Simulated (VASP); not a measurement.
Write the native input for VASP 6.6.1 that does the following.

- Task: single point
- Functional: r2SCAN
- Potentials or basis: VASP PAW PBE potentials, release 64 (Ta_pv)
- Cutoff: 520 eV
- k mesh: 7 × 7 × 7
- Occupations: fermi-dirac, width 0.1 eV
- Spin: no spin polarisation
- Dipole correction: no
- Further INCAR settings: ALGO = Normal; EDIFF = 1e-07; NBANDS = 12

Ta:

```xyz
1
Lattice="-1.6534 1.6534 1.6534 1.6534 -1.6534 1.6534 1.6534 1.6534 -1.6534" Properties=species:S:1:pos:R:3 pbc="T T T"
Ta    0.0000    0.0000    0.0000
```

One way to write it, as run:

POSCAR

```
Ta
1.0
   -1.6533592486      1.6533592486      1.6533592486
    1.6533592486     -1.6533592486      1.6533592486
    1.6533592486      1.6533592486     -1.6533592486
Ta
1
Direct
    0.0000000000      0.0000000000      0.0000000000
```

INCAR.step1

```
  PREC = Accurate
  ENCUT = 520
  ISMEAR = -1
  SIGMA = 0.1
  LREAL = False
  LASPH = True
  NELM = 100
  NBANDS = 12
  GGA = PE
  ALGO = Normal
  EDIFF = 1E-4
  LWAVE = True
  LCHARG = False
```

INCAR.step2

```
  PREC = Accurate
  ENCUT = 520
  EDIFF = 1E-7
  ISMEAR = -1
  SIGMA = 0.1
  LREAL = False
  LASPH = True
  NELM = 100
  ALGO = Normal
  ISIF = 2
  LWAVE = False
  LCHARG = True
  METAGGA = R2SCAN
  LMIXTAU = True
  LELF = True
  LVHAR = True
  NBANDS = 12
  ISTART = 1
```

KPOINTS

```
Automatic mesh
0
Gamma
  7 7 7
```

Potentials or basis: VASP PAW PBE potentials, release 64 (Ta_pv).

Launch:

```console
$ cat potpaw_PBE.64/Ta_pv/POTCAR > POTCAR
$ cp INCAR.step1 INCAR
$ mpirun -np 1 vasp_std > vasp.out
$ cp INCAR.step2 INCAR
$ mpirun -np 1 vasp_std > vasp.out
```

Results of the run:

The pressure is 0.3 GPa.

Caveat: the k points lie up to 0.38 Å⁻¹ apart; the PAW data sets were made with another functional, which shifts forces and pressure a little.

Run time: 30 s on 1 thread of Intel(R) Xeon(R) Platinum 8488C (Sapphire Rapids), on a shared host, peak memory 0.14 GiB.
